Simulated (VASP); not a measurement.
A run of VASP 6.6.1:

File INCAR:

```
SYSTEM = Ti9H
ALGO = Normal ; DIPOL = 0.5 0.5 0.338
EDIFF = 1E-6 ; ENCUT = 520
GGA = PE ; IDIPOL = 3
ISIF = 2 ; ISMEAR = 0
LASPH = .TRUE. ; LCHARG = .FALSE.
LDIPOL = .TRUE. ; LREAL = .FALSE.
LWAVE = .FALSE. ; NBANDS = 66
NELM = 100 ; PREC = Accurate
SIGMA = 0.1
```

KPOINTS

```
k-points
0
G
  7 6 1
  0 0 0
```

The input POSCAR:

```
Ti9H
1.0
    4.5793473381      0.0000000000      0.0000000000
   -2.2896736690      4.8731803173      0.0000000000
    0.0000000000      0.0000000000     20.8008028311
Ti H
9 1
Direct
    0.5259511637      0.0519023274      0.1923002700
    0.8311413964      0.6622827928      0.2107665519
    0.1363316291      0.2726632583      0.2292328340
    0.3570925601      0.7141851202      0.3030979621
    0.6640847992      0.3281368264      0.3193552711
    0.9697449144      0.9393324533      0.3378269322
    0.1905287611      0.3816414126      0.4115069858
    0.5011079414      0.0025593214      0.4254608482
    0.8026484359      0.6055378280      0.4471367238
    1.5526484359      0.8555378280      0.5012486057
```

Potentials or basis: VASP PAW PBE potentials, release 64 (Ti_sv, H).

Launch:

```console
$ cat potpaw_PBE.64/Ti_sv/POTCAR potpaw_PBE.64/H/POTCAR > POTCAR
$ mpirun -np 1 vasp_std > vasp.out
```

Hardware: 1 thread of Intel(R) Xeon(R) Platinum 8488C (Sapphire Rapids) (shared host).

**Question.** Estimate the wall time of this run.

**Answer.** It took 49 min on 1 thread of Intel(R) Xeon(R) Platinum 8488C (Sapphire Rapids), with other jobs on the host, peak memory 0.76 GiB. Counts: scf iterations 53, k points 22.
